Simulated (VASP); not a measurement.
A run of VASP 6.6.1:

Contents of INCAR:

```
SYSTEM = TaN
PREC = Accurate
ENCUT = 520
EDIFF = 1E-6
ISMEAR = 0
SIGMA = 0.15
LREAL = .False.
LASPH = .True.
NELM = 60
ALGO = Normal
ISIF = 2
LWAVE = .False.
LCHARG = .False.
GGA = PS
NBANDS = 15
```

The input KPOINTS:

```
Automatic mesh
0
Gamma
  20 20 20
  0 0 0
```

POSCAR

```
TaN
1.0
    0.1853579369      2.3406827842      2.3406827842
    2.3406827842      0.1853579369      2.3406827842
    2.3406827842      2.3406827842      0.1853579369
Ta N
1 1
Direct
    0.5000000000      0.5000000000      0.5000000000
    0.0000000000      0.0000000000      0.0000000000
```

Potentials or basis: VASP PAW PBE potentials, release 64 (Ta_pv, N).

Launch:

```bash
$ cat potpaw_PBE.64/Ta_pv/POTCAR potpaw_PBE.64/N/POTCAR > POTCAR
$ mpirun -np 1 vasp_std > vasp.out
```

Hardware: 1 thread of Intel(R) Xeon(R) 6975P-C (Granite Rapids), on a shared host.

Task: How long does it take, and how much memory?

Result: Run time: 2.8 min on 1 thread of Intel(R) Xeon(R) 6975P-C (Granite Rapids), with other jobs on the host, peak memory 0.39 GiB. Counts: scf iterations 12, k points 781.
